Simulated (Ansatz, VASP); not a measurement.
**One calculation of Pd, two programs**

```
Pd
1.0
     0.00000    1.97049    1.97049
     1.97049    0.00000    1.97049
     1.97049    1.97049    0.00000
Pd
1
Direct
  0.00000 0.00000 0.00000
```

Change from the starting cell: volume scaled by 1.04, crystal datasets.

Alike in both runs: task electric field gradients; functional LDA; k mesh 18 × 18 × 18; occupations fermi-dirac, width 0.05 eV; no spin polarisation.

|  | VASP | Ansatz |
| --- | --- | --- |
| version | VASP 6.6.1 | Ansatz 0.2.0 |
| potentials or method | VASP PAW LDA potentials, release 64 (Pd), cutoff 520 eV | all-electron PAW with datasets made for the crystal, scalar-relativistic |

```csv
,VASP,Ansatz,Ansatz less VASP
pressure (GPa),-14.2,-14.5,-0.27
```

LDA's correlation is that of Perdew and Zunger in VASP and of Perdew and Wang (1992) in Ansatz. Ansatz ran all-electron here, and VASP with PAW potentials.
